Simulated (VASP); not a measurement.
# ScAl3: single point with PBE

ScAl3:

```
CELL_PARAMETERS angstrom
2.85760 -4.26470 0.00000
2.85760 4.26470 0.00000
0.00000 0.00000 2.96289
ATOMIC_POSITIONS crystal
Sc 0.50000 0.50000 0.00000
Al 0.00000 0.00000 0.00000
Al 0.50000 0.00000 0.50000
Al 0.00000 0.50000 0.50000
```

* Program: VASP 6.6.1
* Task: single point
* Functional: PBE
* Potentials or basis: VASP PAW PBE potentials, release 64 (Sc_sv, Al)
* Cutoff: 520 eV
* k mesh: 4 × 4 × 6
* Occupations: gaussian, width 0.1 eV
* Spin: collinear spin, ferromagnetic start
* Starting moments: [1.0, 0.0, 0.0, 0.0] μB

```json
{"Pressure": "0.1 GPa", "Net moment": "0.14 μB per cell", "Site moments": "Sc +0.09; Al -0.00, +0.00 μB", "Valence electrons inside the program's atomic spheres": "Sc 9.57; Al 0.77, 0.78"}
```

Stress tensor (GPa, compression positive):
```
-0.08  0.00  0.00
 0.00  0.13  0.00
 0.00  0.00  0.14
```

Levels at points of the mesh, in eV from the Fermi level:
Spin up:
```
           k point  band 8  band 9  band 10  band 11  band 12  band 13
(0.00, 0.00, 0.00)   -3.42   -2.79    -1.57    -0.99     1.86     3.01
(0.50, 0.00, 0.00)   -3.91   -1.17     0.14     0.97     1.56     2.83
(0.50, 0.50, 0.00)   -4.33   -0.61     0.08     2.20     2.55     2.77
(0.00, 0.00, 0.50)   -1.47   -1.45     0.04     0.04     0.55     0.62
(0.50, 0.00, 0.50)   -3.65   -2.24    -0.48     0.26     0.33     1.06
(0.50, 0.50, 0.50)   -3.65   -2.47    -1.52    -0.94     0.41     1.25
```
Spin down:
```
           k point  band 6  band 7  band 8  band 9  band 10  band 11  band 12  band 13  band 14  band 15
(0.00, 0.00, 0.00)   -4.49   -3.90   -3.40   -2.78    -1.55    -0.74     1.91     3.04     3.17     3.79
(0.50, 0.00, 0.00)   -7.73   -4.01   -3.88   -1.09     0.34     0.98     1.59     2.86     3.09     3.42
(0.50, 0.50, 0.00)   -7.73   -5.26   -4.27   -0.59     0.33     2.23     2.56     2.80     3.03     3.10
(0.00, 0.00, 0.50)   -5.57   -1.96   -1.44   -1.39     0.04     0.07     0.55     0.64     0.73     1.11
(0.50, 0.00, 0.50)   -4.28   -3.70   -3.62   -2.21    -0.46     0.30     0.35     1.11     1.42     3.53
(0.50, 0.50, 0.50)   -3.76   -3.69   -3.65   -2.43    -1.50    -0.90     0.46     1.28     1.69     3.38
```

Run time: 85 s on 1 thread of AMD EPYC 9R45 (Zen 5), on a shared host, peak memory 0.22 GiB.
